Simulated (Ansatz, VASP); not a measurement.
## Two plane-wave programs on Bi

```xyz
2
Lattice="4.5390 0.0000 0.0000 -2.2695 3.9309 0.0000 0.0000 0.0000 11.8290" Properties=species:S:1:pos:R:3 pbc="T T T"
Bi    0.0000    2.6206    2.9573
Bi    2.2695    1.3103    8.8718
```

Alike in both runs: task electric field gradients; functional LDA; k mesh 9 × 9 × 3; occupations fermi-dirac, width 0.03 eV; no spin polarisation.

|  | VASP | Ansatz |
| --- | --- | --- |
| version | VASP 6.6.1 | Ansatz 0.2.0 |
| potentials or method | VASP PAW LDA potentials, release 64 (Bi_d) | PAW with Ansatz's default frozen-core files, scalar-relativistic |
| plane-wave cutoff (eV) | 520 | 420 |
| valence electrons in the cell | 30 | 30 |

VASP gave:

* pressure (GPa): -3.7
* traceless stress, the component that is largest in VASP (GPa): 3.21
* size of Vzz on the site where it differs most (V/Å²): 114.0

Question: What did Ansatz give for the same quantities?

Answer: Pressure (GPa): -3.7; traceless stress, the component that is largest in VASP (GPa): 3.21; size of Vzz on the site where it differs most (V/Å²): 107.2.

LDA's correlation is that of Perdew and Zunger in VASP and of Perdew and Wang (1992) in Ansatz.

Neither program's run includes spin-orbit coupling.
